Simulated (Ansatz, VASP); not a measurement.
**Al in VASP and in Ansatz**

```
CELL_PARAMETERS angstrom
0.00000 2.18116 2.18116
2.18116 0.00000 2.18116
2.18116 2.18116 0.00000
ATOMIC_POSITIONS crystal
Al 0.00000 0.00000 0.00000
```

Change from the starting cell: volume scaled by 1.25.

Alike in both runs: task single point; functional PBE; dispersion D4; k mesh 11 × 11 × 11; occupations gaussian, width 0.025 eV; no spin polarisation.

|  | VASP | Ansatz |
| --- | --- | --- |
| version | VASP 6.6.1 | Ansatz 0.2.0 |
| potentials or method | VASP PAW PBE potentials, release 64 (Al), cutoff 500 eV | all-electron LAPW, scalar-relativistic |

```tsv
	VASP	Ansatz	Ansatz less VASP
gap on the k mesh at the Fermi level (eV)	none	none	-
pressure (GPa)	-12.3	-12.3	+0.03
```

A gap of «none» marks a metal or a gap that the smearing closes. Ansatz ran all-electron here, and VASP with PAW potentials.
